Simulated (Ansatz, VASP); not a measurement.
**SnSe2 in VASP and in Ansatz**

The input INCAR:

```
SYSTEM = SnSe2
ALGO = Normal ; EDIFF = 1E-6
ENCUT = 500 ; GGA = PE
GGA_COMPAT = .False. ; ISIF = 2
ISMEAR = 0 ; IVDW = 12
LASPH = .True. ; LCHARG = .False.
LREAL = .False. ; LWAVE = .False.
NBANDS = 20 ; NELM = 120
PREC = Accurate ; SIGMA = 0.03
```

Contents of KPOINTS:

```
k-points
0
Gamma
  12 12 6
  0 0 0
```

File POSCAR:

```
SnSe2
1.0
    4.0320000000      0.0000000000      0.0000000000
   -2.0160000000      3.4918144280      0.0000000000
    0.0000000000      0.0000000000      7.3081000000
Sn Se
1 2
Direct
    0.0000000000      0.0000000000      0.0000000000
    0.3333333333      0.6666666667      0.2651331237
    0.6666666667      0.3333333333      0.7348668763
```

Input for Ansatz:

```yaml
crystal:
  lattice:
    - [4.032, 0.0, 0.0]
    - [-2.016, 3.491814428, 0.0]
    - [0.0, 0.0, 7.3081]
  atoms:
    - { symbol: Sn, position: [0.0, 0.0, 0.0] }
    - { symbol: Se, position: [0.3333333333, 0.6666666667, 0.2651331237] }
    - { symbol: Se, position: [0.6666666667, 0.3333333333, 0.7348668763] }
basis:
  ecutwfc: 420
kpoints:
  mp_grid: { grid: [12, 12, 6] }
hamiltonian:
  xc: pbe
  dispersion: d3bj
scf:
  occupations: { method: gaussian, width: 0.03 }
output:
  forces: true
  stress: true
  eigenvalues: true
```

Alike in both runs: task single point; functional PBE; dispersion D3(BJ); k mesh 12 × 12 × 6; occupations gaussian, width 0.03 eV; no spin polarisation.

```csv
,VASP,Ansatz
version,VASP 6.6.1,Ansatz 0.2.0
potentials or method,"VASP PAW PBE potentials, release 64 (Sn_d, Se), cutoff 500 eV","scalar-relativistic, plane waves, PAW"
valence electrons in the cell,26,46
```

|  | VASP | Ansatz | Ansatz less VASP |
| --- | --- | --- | --- |
| gap on the k mesh at the Fermi level (eV) | none | none | - |
| pressure (GPa) | -9.2 | -9.2 | 0.00 |
| traceless stress, the component that is largest in VASP (GPa) | -4.64 | -4.65 | -0.009 |
| rms of the force components (eV/Å) | 0.926 | 0.928 | +0.0019 |

Atom by atom the forces differ by 0.002 eV/Å (rms over components). A gap of «none» marks a metal or a gap that the smearing closes. VASP's potentials hold 26 valence electrons a cell and Ansatz's 46, so a difference there can come from the potentials and not from the codes.
